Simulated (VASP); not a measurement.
A run of VASP 6.6.1:

File INCAR:

```
PREC = Accurate
ENCUT = 520
EDIFF = 1E-7
ISMEAR = 0
SIGMA = 0.1
LREAL = F
LASPH = T
NELM = 80
ALGO = Fast
ISIF = 2
LWAVE = F
LCHARG = T
GGA = PS
LELF = T
LVHAR = T
NBANDS = 12
```

The input KPOINTS:

```
Automatic mesh
0
Gamma
  6 6 6
```

File POSCAR:

```
Al
1.0
    4.7643285882      0.0000000000      0.0000000000
   -2.3821642941      4.1260295894      0.0000000000
    0.0000000000      0.0000000000      2.9207405693
Al
3
Direct
    0.0000000000      0.0000000000      0.0000000000
    0.3333333333      0.6666666667      0.5000000000
    0.6666666667      0.3333333333      0.5000000000
```

Potentials or basis: VASP PAW PBE potentials, release 64 (Al).

Command:

```bash
$ cat potpaw_PBE.64/Al/POTCAR > POTCAR
$ mpirun -np 1 vasp_std > vasp.out
```

Hardware: 1 thread of Intel Xeon 8259CL, with other jobs on the host.

How long does it take, and how much memory?

Wall time 24 s on 1 thread of Intel Xeon 8259CL (shared host), peak memory 0.17 GiB. Counts: scf iterations 14, k points 28.
